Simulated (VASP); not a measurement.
Ta3Si5C5N3: single point with PBE

Ta3Si5C5N3:

```
Si C Ta N
1.0
     5.52089   -0.30690    0.13873
    -0.30690    5.97814   -0.00346
     0.13873   -0.00346    5.87397
Si C Ta N
5 5 3 3
Direct
  0.82708 0.64528 0.87497
  0.06808 0.38116 0.58635
  0.19149 0.57527 0.22241
  0.42814 0.37406 0.98140
  0.43865 0.82694 0.96327
  0.43729 0.09925 0.36499
  0.11525 0.27495 0.11030
  0.19390 0.74041 0.76548
  0.89597 0.60741 0.34942
  0.46081 0.30352 0.48977
  0.55755 0.64333 0.51998
  0.97178 0.97550 0.38697
  0.71139 0.13375 0.77494
  0.56858 0.94579 0.28533
  0.15809 0.82047 0.58094
  0.97327 0.18786 0.96928
```

```
Program             : VASP 6.6.1
Task                : single point
Functional          : PBE
Potentials or basis : VASP PAW PBE potentials, release 64 (Si, C, Ta_pv, N)
Cutoff              : 520 eV
k mesh              : 1 × 1 × 1, shifted
Occupations         : fermi-dirac, width 0.2482 eV
Spin                : no spin polarisation
```

```yaml
Pressure: 11.6 GPa
Largest_force: 4.567 eV/Å
```

Forces on the atoms (eV/Å):
```
Si  -0.036 -0.487  0.203
Si  -0.390  0.371 -0.599
Si  -0.275  1.002  0.816
Si   2.092 -0.417 -0.549
Si   0.030 -0.097  1.690
C   -1.271  2.968  2.526
C    2.300  1.005  2.323
C   -0.387 -2.931  3.481
C   -1.228  0.068  0.994
C    0.398 -3.164 -0.592
Ta  -1.295 -0.242 -1.882
Ta   0.377  0.698 -3.093
Ta  -0.291  0.678 -1.627
N    1.614 -0.879 -0.009
N    0.299  2.704 -2.658
N   -1.937 -1.277 -1.023
```

Stress tensor (GPa, compression positive):
```
 9.65 -0.21  0.82
-0.21  8.00 -0.03
 0.82 -0.03 17.15
```

Levels at points of the mesh, in eV from the Fermi level:
| k point | band 40 | band 41 | band 42 | band 43 | band 44 | band 45 | band 46 | band 47 | band 48 | band 49 |
| --- | --- | --- | --- | --- | --- | --- | --- | --- | --- | --- |
| (0.25, 0.25, 0.25) | -1.41 | -1.26 | -1.10 | -0.72 | -0.10 | 0.29 | 0.36 | 0.84 | 1.14 | 1.35 |

It took 20 s on 1 thread of Intel(R) Xeon(R) 6975P-C (Granite Rapids) (shared host), peak memory 0.29 GiB.

Caveat: the atoms stand as in a frame of molecular dynamics; spin-orbit coupling is left out, which moves the levels of the heavy elements.
